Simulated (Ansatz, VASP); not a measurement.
**CuI: VASP beside Ansatz**

POSCAR

```
CuI
1.0
    0.0000000000      3.0315000000      3.0315000000
    3.0315000000      0.0000000000      3.0315000000
    3.0315000000      3.0315000000      0.0000000000
Cu I
1 1
Direct
    0.7500000000      0.7500000000      0.7500000000
    0.0000000000      0.0000000000      0.0000000000
```

INCAR.step1

```
PREC     = Accurate       # precision mode
ENCUT    = 520            # plane-wave cutoff, eV
ISMEAR   = -1             # smearing method
SIGMA    = 0.03           # smearing width, eV
LREAL    = F              # projectors in reciprocal space
LASPH    = T              # aspherical terms in the spheres
NELM     = 100            # most SCF steps
NBANDS   = 16             # bands
GGA      = PE             # functional
ALGO     = Normal         # electronic algorithm
EDIFF    = 1E-4           # SCF threshold, eV
LWAVE    = T              # write WAVECAR
LCHARG   = F              # write CHGCAR
```

INCAR.step2

```
PREC     = Accurate       # precision mode
ENCUT    = 520            # plane-wave cutoff, eV
EDIFF    = 1E-8           # SCF threshold, eV
ISMEAR   = -1             # smearing method
SIGMA    = 0.03           # smearing width, eV
LREAL    = F              # projectors in reciprocal space
LASPH    = T              # aspherical terms in the spheres
NELM     = 100            # most SCF steps
ALGO     = Normal         # electronic algorithm
ISIF     = 2              # what is computed and relaxed
LWAVE    = F              # write WAVECAR
LCHARG   = F              # write CHGCAR
METAGGA  = R2SCAN         # meta-GGA
LMIXTAU  = T            
LEFG     = T            
NBANDS   = 16             # bands
ISTART   = 1
```

The input KPOINTS:

```
regular mesh
0
Gamma
  9 9 9
```

Input for Ansatz:

```yaml
crystal:
  lattice:
    - [0.0, 3.0315, 3.0315]
    - [3.0315, 0.0, 3.0315]
    - [3.0315, 3.0315, 0.0]
  atoms:
    - { symbol: Cu, position: [0.75, 0.75, 0.75] }
    - { symbol: I, position: [0.0, 0.0, 0.0] }
kpoints:
  mp_grid: { grid: [9, 9, 9] }
  band_path:
    path:
      - [0.0, 0.0, 0.0]
      - [-0.5, -0.5, 0.0]
      - [-0.375, -0.375, 0.25]
      - [-0.375, 0.0, 0.375]
      - [0.0, 0.0, 0.0]
      - [0.0, 0.0, 0.5]
      - [-0.5, -0.25, 0.25]
      - [-0.5, -0.5, 0.0]
    npoints: 5
scf:
  occupations: { method: fermi_dirac, width: 0.03 }
hamiltonian:
  xc: r2scan
  pseudopotentials: { kind: paw }
output:
  forces: true
  stress: true
  eigenvalues: true
  efg: { contact_densities: true }
```

Alike in both runs: task electric field gradients; functional r2SCAN; k mesh 9 × 9 × 9; occupations fermi-dirac, width 0.03 eV; no spin polarisation.

|  | VASP | Ansatz |
| --- | --- | --- |
| version | VASP 6.6.1 | Ansatz 0.2.0 |
| potentials or method | VASP PAW PBE potentials, release 64 (Cu, I) | PAW with Ansatz's default frozen-core files, scalar-relativistic |
| plane-wave cutoff (eV) | 520 | 500 |
| valence electrons in the cell | 18 | 36 |

VASP gave:

* gap on the k mesh at the Fermi level (eV): 1.61
* pressure (GPa): -0.9

Question: What did Ansatz give for the same quantities?

Answer: gap on the k mesh at the Fermi level (eV): 1.61; pressure (GPa): -0.8.

VASP's potentials were made for PBE, not for r2SCAN. With one functional, cell and mesh, what is left measures potentials, basis and numerics. VASP's potentials hold 18 valence electrons a cell and Ansatz's 36, so a difference there can come from the potentials and not from the codes.

Neither program's run includes spin-orbit coupling.
